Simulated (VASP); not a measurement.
Runs of VASP 6.6.1 on SbO6. The structure is that of space group Im-3m (No. 229), or close to it. The cells are those of the table. 

```tsv
task	cell	k mesh	cutoff (eV)	smearing	gap on the mesh (eV)	pressure (GPa)	relaxed volume (Å³/atom)	largest force (eV/Å)
single point	a = 5.057 Å, angles 109.5°, 7 atoms	10 × 10 × 10	600	methfessel-paxton 0.1 eV	none	-0.1	-	0.50
single point	a = 5.059 Å, angles 109.6, 109.6, 109.1°, 7 atoms	4 × 4 × 4	520	gaussian 0.1 eV	none	0.1	-	(a)
single point	a = 5.269 Å, angles 109.2, 109.2, 110.0°, 7 atoms	4 × 4 × 4	520	gaussian 0.1 eV	none	36.3	-	(b)
single point	a = 5.057 Å, angles 109.5°, 7 atoms	10 × 10 × 10	520	gaussian 0.1 eV	none	(c)	-	0.51
relaxation of cell and atoms	relaxed from a = 5.059 Å, angles 109.5°, 7 atoms	10 × 10 × 10	600	gaussian 0.1 eV	none	0.0	14.01	-
relaxation of cell and atoms	relaxed from a = 5.269 Å, angles 109.2, 109.2, 110.0°, 7 atoms	4 × 4 × 4	600	gaussian 0.1 eV	none	-0.2	14.12	0.04
```

Alike in all rows: level PBE; potentials or basis VASP PAW PBE potentials, release 64 (Sb, O); no spin polarisation.

Task: Fill in the values left out.

Result: (a) 0.53; (b) 8.54; (c) 0.2.

Caveats: some runs use coarse meshes; spin-orbit coupling is left out, which moves the levels of the heavy elements; an odd number of electrons without spin polarisation forces a metal; a magnetic or distorted state may lie lower.

A k mesh can miss the band edges, and the runs leave out spin-orbit coupling on Sb.

A gap of «none» marks levels without a gap at the run's occupations.
